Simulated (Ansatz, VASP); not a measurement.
**Bi2Te3 in VASP and in Ansatz**

```
Bi Te
1.0
     2.19300    1.26613   10.16567
    -2.19300    1.26613   10.16567
     0.00000   -2.53226   10.16567
Bi Te
2 3
Direct
  0.40000 0.40000 0.40000
  0.60000 0.60000 0.60000
  0.00000 0.00000 0.00000
  0.20950 0.20950 0.20950
  0.79050 0.79050 0.79050
```

Alike in both runs: task relaxation of the atoms; functional PBE; k mesh 6 × 6 × 6; no spin polarisation.

|  | VASP | Ansatz |
| --- | --- | --- |
| version | VASP 6.6.1 | Ansatz 0.2.0 |
| potentials or method | VASP PAW PBE potentials, release 64 (Bi_d, Te), cutoff 520 eV | plane waves, PAW |
| occupations | methfessel-paxton of order 1, width 0.01 eV | cold, width 0.01 eV |
| valence electrons in the cell | 48 | 78 |

Ansatz gave:

* gap on the k mesh at the Fermi level, each at its own relaxed structure (eV): 0.29

Question: Which values does VASP return?

Answer: gap on the k mesh at the Fermi level, each at its own relaxed structure (eV): 0.28.

VASP's potentials hold 48 valence electrons a cell and Ansatz's 78, so a difference there can come from the potentials and not from the codes.

Spin-orbit coupling is off throughout.
